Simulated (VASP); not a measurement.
# Pb (Fd-3m) in VASP: notebook

Runs on Pb. Level: PBE. Tasks: single point.

All numbers are computed with VASP 6.6.1; they aren't measurements. Logs are shortened: lines on timing, memory, paths and dates and some standing lists are left out, and cuts for length are marked.

## Step 1: The cell of the first run

The structure is cubic, space group Fd-3m (No. 227). Conventional cell: a = 5.465 Å, b = 5.465 Å, c = 5.465 Å, α = 90.00°, β = 90.00°, γ = 90.00°. Within 3.1 Å of Pb (site symmetry -43m) lie 4 Pb at 2.37 Å.

This isn't the form of Pb at room conditions, which is fcc.

## Step 2: Single point, PBE (C replaced by Pb, lengths x 1.553, strained)

INCAR

```
SYSTEM = Pb
ALGO = Normal
EDIFF = 1E-7
ENCUT = 520
GGA = PE
ISIF = 2
ISMEAR = 0
LASPH = .TRUE.
LCHARG = .FALSE.
LREAL = .FALSE.
LWAVE = .FALSE.
NBANDS = 21
NELM = 80
PREC = Accurate
SIGMA = 0.1
```

KPOINTS

```
k-points
0
G
  14 14 14
  0 0 0
```

POSCAR

```
Pb
1.0
    0.0000000000      2.7326897405      2.7326897405
    2.7326897405      0.0000000000      2.7326897405
    2.7326897405      2.7326897405      0.0000000000
Pb
2
Direct
    0.5000000000      0.5000000000      0.5000000000
    0.7500000000      0.7500000000      0.7500000000
```

Potentials or basis: VASP PAW PBE potentials, release 64 (Pb_d).

On the command line:

```bash
cat potpaw_PBE.64/Pb_d/POTCAR > POTCAR
mpirun -np 1 vasp_std > vasp.out
```

OUTCAR:

```text
SYSTEM = Pb
   EDIFF = 1E-7
   ENCUT = 520
   GGA = PE
   ISIF = 2
   ISMEAR = 0
   LASPH = .TRUE.
   LREAL = .FALSE.
   NELM = 80
   PREC = Accurate

 ion  position               nearest neighbor table
   1  0.500  0.500  0.500-   2 2.37   2 2.37   2 2.37   2 2.37
   2  0.750  0.750  0.750-   1 2.37   1 2.37   1 2.37   1 2.37

  LATTYP: Found a face centered cubic cell.
 ALAT       =     5.4653794810

  Lattice vectors:

 A1 = (   0.0000000000,   2.7326897405,   2.7326897405)
 A2 = (   2.7326897405,   0.0000000000,   2.7326897405)
 A3 = (   2.7326897405,   2.7326897405,   0.0000000000)

Analysis of symmetry for initial positions (statically):
=====================================================================
 Subroutine PRICEL returns:
 Original cell was already a primitive cell.

 Routine SETGRP: Setting up the symmetry group for a
 face centered cubic supercell.

 Subroutine GETGRP returns: Found 48 space group operations
 (whereof 24 operations were pure point group operations)
 out of a pool of 48 trial point group operations.

The static configuration has the point symmetry T_d .
 The point group associated with its full space group is O_h .

Analysis of symmetry for dynamics (positions and initial velocities):
=====================================================================
 Subroutine PRICEL returns:
 Original cell was already a primitive cell.

 Routine SETGRP: Setting up the symmetry group for a
 face centered cubic supercell.

 Subroutine GETGRP returns: Found 48 space group operations
 (whereof 24 operations were pure point group operations)
 out of a pool of 48 trial point group operations.

The dynamic configuration has the point symmetry T_d .
 The point group associated with its full space group is O_h .

 Subroutine INISYM returns: Found 48 space group operations
 (whereof 24 operations are pure point group operations),
 and found     1 'primitive' translations

----------------------------------------------------------------------------------------

                                     Primitive cell

  volume of cell :      40.8132

  direct lattice vectors                    reciprocal lattice vectors
     0.000000000  2.732689741  2.732689741    -0.182969912  0.182969912  0.182969912
     2.732689741  0.000000000  2.732689741     0.182969912 -0.182969912  0.182969912
     2.732689741  2.732689741  0.000000000     0.182969912  0.182969912 -0.182969912

  length of vectors
     3.864606893  3.864606893  3.864606893     0.316913183  0.316913183  0.316913183

  position of ions in fractional coordinates (direct lattice)
     0.500000000  0.500000000  0.500000000
     0.750000000  0.750000000  0.750000000

  ion indices of the primitive-cell ions
   primitive index   ion index
                 1           1
                 2           2

----------------------------------------------------------------------------------------

 KPOINTS: k-points

Automatic generation of k-mesh.
 Grid dimensions read from file:
 generate k-points for:   14   14   14

 Generating k-lattice:

  Cartesian coordinates                     Fractional coordinates (reciprocal lattice)
    -0.013069279  0.013069279  0.013069279     0.071428571  0.000000000  0.000000000
     0.013069279 -0.013069279  0.013069279     0.000000000  0.071428571  0.000000000
     0.013069279  0.013069279 -0.013069279     0.000000000  0.000000000  0.071428571

  Length of vectors
     0.022636656  0.022636656  0.022636656

  Shift w.r.t. Gamma in fractional coordinates (k-lattice)
     0.000000000  0.000000000  0.000000000

 Subroutine IBZKPT returns following result:
 ===========================================

 Found    104 irreducible k-points:

 Following reciprocal coordinates:
            Coordinates               Weight
  0.000000  0.000000  0.000000      1.000000
  0.071429  0.000000  0.000000      8.000000
  0.142857  0.000000  0.000000      8.000000
  0.214286  0.000000  0.000000      8.000000
  0.285714  0.000000  0.000000      8.000000
  0.357143  0.000000  0.000000      8.000000
[... 16 lines left out ...]
  0.214286  0.142857  0.000000     24.000000
  0.285714  0.142857  0.000000     24.000000
 [... further k-points ...]
   k-points           NKPTS =    104   k-points in BZ     NKDIM =    104   number of bands    NBANDS=     21
   number of dos      NEDOS =    301   number of ions     NIONS =      2
   total plane-waves  NPLWV =  27000
   dimension x,y,z NGX =    30 NGY =   30 NGZ =   30
   dimension x,y,z NGXF=    60 NGYF=   60 NGZF=   60
   ions per type =               2
   NGX,Y,Z   is equivalent  to a cutoff of  12.91, 12.91, 12.91 a.u.
   NGXF,Y,Z  is equivalent  to a cutoff of  25.81, 25.81, 25.81 a.u.
 SYSTEM =  Pb
   PREC   = accura    normal or accurate (medium, high low for compatibility)
   ISTART =      0    job   : 0-new  1-cont  2-samecut
   ICHARG =      2    charge: 1-file 2-atom 10-const
   ISPIN  =      1    spin polarized calculation?
   LNONCOLLINEAR =      F non collinear calculations
   LSORBIT =      F    spin-orbit coupling
   LASPH  =      T    aspherical Exc in radial PAW
   ENCUT  =  520.0 eV  38.22 Ry    6.18 a.u.   7.19  7.19  7.19*2*pi/ulx,y,z
   NELM   =     80;   NELMIN=  2; NELMDL= -5     # of ELM steps
   EDIFF  = 0.1E-06   stopping-criterion for ELM
   LREAL  =      F    real-space projection
   EDIFFG = 0.1E-05   stopping-criterion for IOM
   NSW    =      0    number of steps for IOM
   IBRION =     -1    ionic relax: 0-MD 1-quasi-New 2-CG
   NFREE  =      0    steps in history (QN), initial steepest desc. (CG)
   ISIF   =      2    stress and relaxation
   ISYM   =      2    0-nonsym 1-usesym 2-fastsym
   POTIM  = 0.5000    time-step for ionic-motion
   TEBEG  =    0.0;   TEEND  =   0.0 temperature during run
   PSTRESS=    0.0 pullay stress
   NELECT =      28.0000    total number of electrons
   NUPDOWN=      -1.0000    fix difference up-down
   EMIN   =  10.00;   EMAX   =-10.00  energy-range for DOS
   EFERMI =   0.00;   METHOD = LEGACY
   ISMEAR =     0;   SIGMA  =   0.10  broadening in eV -4-tet -1-fermi 0-gaus
   EFERMI_NEDOS =   21; number of points for ismear=-14 and -15
   IALGO  =     38    algorithm
   IMIX   =      4    mixing-type and parameters
     AMIX     =   0.40;   BMIX     =  1.00
     AMIX_MAG =   1.60;   BMIX_MAG =  1.00
  volume/ion in A,a.u.               =      20.41       137.71
  Fermi-wavevector in a.u.,A,eV,Ry     =   1.443867  2.728513 28.364771  2.084752
  Thomas-Fermi vector in A             =   2.562226
   LORBIT       =      0    0 simple, 1 ext, 2 COOP (PROOUT), +10 PAW based schemes
   GGA     = PE    functional components
   LHFCALC =     F    Hartree Fock is set to
   AEXX    =    0.0000 exact exchange contribution
   IVDW    =     0    specifies the selected vdW correction
   LEPSILON=     F    determine dielectric tensor
   LRPA    =     F    only Hartree local field effects (RPA)
 non-spin polarized calculation
 Gauss-broadening in eV      SIGMA  =   0.10
  energy-cutoff  :      520.00
  volume of cell :       40.81
 maximum number of plane-waves:      1117
 NGX is ok and might be reduce to    30
   NGX = 15   NGY = 15   NGZ = 15

 number of electron      28.0000000 magnetization

 Free energy of the ion-electron system (eV)
  ---------------------------------------------------
  ext. energy  EPLUGINS =         0.00000000
  ---------------------------------------------------
  free energy    TOTEN  =         2.18252009 eV

  energy without entropy =        2.18427193  energy(sigma->0) =        2.18339601

 E-fermi :  14.1657     XC(G=0): -11.8724

 val. band max:       14.1562507767   @ k =   0.0714   0.0714   0.0000
 cond. band min:      14.2149227824   @ k =  -0.4286   0.4286   0.0000
 fundamental gap:      0.0586720057
 Fermi energy:        14.1656733137

 k-point     1 :       0.0000    0.0000    0.0000
  band No.  band energies     occupation
      1      -7.0615      2.00000
      2      -7.0615      2.00000
      3      -7.0615      2.00000
      4      -6.8509      2.00000
      5      -6.8509      2.00000
      6      -4.8525      2.00000
[... 13 lines left out ...]
     20      21.0353      0.00000
     21      21.0353      0.00000

 k-point     2 :       0.0714    0.0000    0.0000
  band No.  band energies     occupation
      1      -7.1046      2.00000
      2      -7.1046      2.00000
      3      -7.0612      2.00000
      4      -6.7937      2.00000
      5      -6.7937      2.00000
      6      -4.9228      2.00000
[... 13 lines left out ...]
     20      20.8427      0.00000
     21      20.9791      0.00000

 k-point     3 :       0.1429    0.0000    0.0000
  band No.  band energies     occupation
      1      -7.1716      2.00000
      2      -7.1716      2.00000
      3      -7.0606      2.00000
      4      -6.6896      2.00000
      5      -6.6896      2.00000
      6      -5.0735      2.00000
[... 13 lines left out ...]
     20      20.9252      0.00000
     21      20.9252      0.00000

 k-point     4 :       0.2143    0.0000    0.0000
  band No.  band energies     occupation
      1      -7.2217      2.00000
      2      -7.2217      2.00000
      3      -7.0602      2.00000
      4      -6.5927      2.00000
      5      -6.5927      2.00000
      6      -5.2365      2.00000
[... 13 lines left out ...]
     20      21.1199      0.00000
     21      21.1199      0.00000

 k-point     5 :       0.2857    0.0000    0.0000
  band No.  band energies     occupation
      1      -7.2486      2.00000
      2      -7.2486      2.00000
      3      -7.0604      2.00000
      4      -6.5257      2.00000
      5      -6.5257      2.00000
      6      -5.3833      2.00000
[... 13 lines left out ...]
     20      21.6780      0.00000
     21      21.6780      0.00000
[... 382 lines left out ...]
     20      20.6583      0.00000
     21      20.7145      0.00000

 k-point    22 :       0.1429    0.1429    0.0000
  band No.  band energies     occupation
      1      -7.2356      2.00000
      2      -7.1127      2.00000
      3      -7.1127      2.00000
      4      -6.7307      2.00000
      5      -6.5295      2.00000
      6      -5.3633      2.00000
[... 13 lines left out ...]
     20      20.1426      0.00000
     21      21.7553      0.00000

 k-point    23 :       0.2143    0.1429    0.0000
  band No.  band energies     occupation
      1      -7.2799      2.00000
      2      -7.1470      2.00000
      3      -7.1214      2.00000
      4      -6.6527      2.00000
      5      -6.4152      2.00000
      6      -5.5253      2.00000
[... 13 lines left out ...]
     20      21.4835      0.00000
     21      22.1108      0.00000

 k-point    24 :       0.2857    0.1429    0.0000
  band No.  band energies     occupation
      1      -7.3266      2.00000
      2      -7.1850      2.00000
      3      -7.1038      2.00000
      4      -6.5650      2.00000
      5      -6.3172      2.00000
      6      -5.6491      2.00000
[... 13 lines left out ...]
     20      22.4038      0.00000
     21      22.6008      0.00000

 [... further k-points ...]

------------------------ aborting loop because EDIFF is reached ----------------------------------------

  FORCE on cell =-STRESS in cart. coord.  units (eV):
  Direction    XX          YY          ZZ          XY          YZ          ZX
  --------------------------------------------------------------------------------------
  -------------------------------------------------------------------------------------
  Total       32.2377420     32.2377420     32.2377420      0.0000000     -0.0000000      0.0000000
  in kB     1265.5351811   1265.5351811   1265.5351811      0.0000000     -0.0000000      0.0000000
  external PRESSURE =    1265.5351811 kB  Pullay stress =       0.0000000 kB

 VOLUME and BASIS-vectors are now :
 -----------------------------------------------------------------------------
  energy-cutoff  :      520.00
  volume of cell :       40.81
      direct lattice vectors                 reciprocal lattice vectors
     0.000000000  2.732689741  2.732689741    -0.182969912  0.182969912  0.182969912
     2.732689741  0.000000000  2.732689741     0.182969912 -0.182969912  0.182969912
     2.732689741  2.732689741  0.000000000     0.182969912  0.182969912 -0.182969912

 POSITION                                       TOTAL-FORCE (eV/Angst)
 -----------------------------------------------------------------------------------
      2.73269      2.73269      2.73269         0.000000      0.000000      0.000000
      4.09903      4.09903      4.09903        -0.000000     -0.000000     -0.000000
 -----------------------------------------------------------------------------------
    total drift:                                0.000000     -0.000000     -0.000000

  FREE ENERGIE OF THE ION-ELECTRON SYSTEM (eV)
  ---------------------------------------------------
  free  energy   TOTEN  =         2.1825200904 eV

  energy  without entropy=        2.1842719274  energy(sigma->0) =        2.18339601
```

Wall time 2.5 min (1 thread of Intel Xeon 8259CL, shared host); peak memory 0.22 GiB.

What came out:

```yaml
Free_energy: 2.1825 eV
Pressure: 126.6 GPa
Band_gap_on_the_k_mesh: zero (bands 14 and 15 overlap by 1.24 eV)
```

Caveat: the cell differs from its parent crystal (C replaced by Pb, lengths x 1.553, strained); the cell stands under pressure; spin-orbit coupling is left out, which moves the levels of the heavy elements.

[end of part 1 of 2]
